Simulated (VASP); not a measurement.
A run of VASP 6.6.1:

File INCAR:

```
SYSTEM = AlN
PREC = Accurate
ENCUT = 520
EDIFF = 1E-6
ISMEAR = 0
SIGMA = 0.05
LREAL = .False.
LASPH = .True.
NELM = 80
ALGO = Normal
ISIF = 2
LWAVE = .False.
LCHARG = .True.
GGA = PE
LELF = .True.
LVHAR = .True.
NBANDS = 16
```

Contents of KPOINTS:

```
regular mesh
0
Gamma
  12 12 6
  0 0 0
```

The input POSCAR:

```
AlN
1.0
    3.0050299802      0.0000000000      0.0000000000
   -1.5025149901      2.6024323020      0.0000000000
    0.0000000000      0.0000000000      5.2186988408
Al N
2 2
Direct
    0.3333333333      0.6666666667      0.0017287175
    0.6666666667      0.3333333333      0.5017287175
    0.3333333333      0.6666666667      0.3832712825
    0.6666666667      0.3333333333      0.8832712825
```

Potentials or basis: VASP PAW PBE potentials, release 64 (Al, N).

Command:

```console
$ cat potpaw_PBE.64/Al/POTCAR potpaw_PBE.64/N/POTCAR > POTCAR
$ mpirun -np 1 vasp_std > vasp.out
```

Hardware: 1 thread of Intel Xeon 6975P-C (shared host).

Estimate the wall time of this run.

Run time: 36 s on 1 thread of Intel Xeon 6975P-C, on a shared host, peak memory 0.18 GiB. Counts: scf iterations 13, k points 76.
